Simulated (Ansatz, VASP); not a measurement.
**B: VASP beside Ansatz**

```xyz
1
Lattice="1.1788 0.6806 1.3056 -1.1788 0.6806 1.3056 0.0000 -1.3612 1.3056" Properties=species:S:1:pos:R:3 pbc="T T T"
B     0.0000    0.0000    1.9584
```

Alike in both runs: task relaxation of cell and atoms; functional PBEsol; k mesh 30 × 30 × 30; occupations gaussian, width 0.1 eV; no spin polarisation.

|  | VASP | Ansatz |
| --- | --- | --- |
| version | VASP 6.6.1 | Ansatz 0.2.0 |
| potentials or method | VASP PAW PBE potentials, release 64 (B), cutoff 600 eV | scalar-relativistic, plane waves, PAW |
| valence electrons in the cell | 3 | 3 |

Ansatz gave:

* gap on the k mesh at the Fermi level, each at its own relaxed structure (eV): none
* relaxed volume (Å³/atom): 6.29
* relaxed cell length with the largest relative difference (Å): 1.885

Q: What did VASP give for the same quantities?

A: gap on the k mesh at the Fermi level, each at its own relaxed structure (eV): none; relaxed volume (Å³/atom): 6.29; relaxed cell length with the largest relative difference (Å): 1.886.

VASP's potentials were made for PBE, not for PBEsol. A gap of «none» marks a metal or a gap that the smearing closes.
